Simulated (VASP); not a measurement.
## Ni: single point with revPBE

Ni:

```
Ni
1.0
     0.00000    1.77183    1.77183
     1.77183    0.00000    1.77183
     1.77183    1.77183    0.00000
Ni
1
Cartesian
  0.0000 0.0000 0.0000
```

```yaml
Program: VASP 6.6.1
Task: single point
Functional: revPBE
Potentials_or_basis: VASP PAW PBE potentials, release 64 (Ni)
Cutoff: 520 eV
k_mesh: 15 × 15 × 15
Occupations: fermi-dirac, width 0.05 eV
Spin: collinear spin, ferromagnetic start
Starting_moments: "[0.8] μB"
Dipole_correction: no
Further_INCAR_settings: ALGO = Normal; EDIFF = 1e-07; NBANDS = 15
```

- Pressure: 0.1 GPa
- Net moment: 0.65 μB per cell
- Site moments: Ni +0.66 μB
- Valence electrons inside the program's atomic spheres: Ni 9.27

Levels at points of the mesh, in eV from the Fermi level:
Spin up:
```csv
k point,band 3,band 4,band 5,band 6,band 7,band 8
"(0.00, 0.00, 0.00)",-2.41,-2.41,-1.26,-1.26,23.50,27.24
```
Spin down:
```csv
k point,band 2,band 3,band 4,band 5,band 6,band 7,band 8,band 9
"(0.00, 0.00, 0.00)",-1.61,-1.61,-1.61,-0.65,-0.65,23.31,27.20,27.20
```

It took 32 s on 1 thread of Intel(R) Xeon(R) Platinum 8375C CPU @ 2.90GHz (Ice Lake) (shared host), peak memory 0.15 GiB.

Caveat: the PAW data sets were made with another functional, which shifts forces and pressure a little.
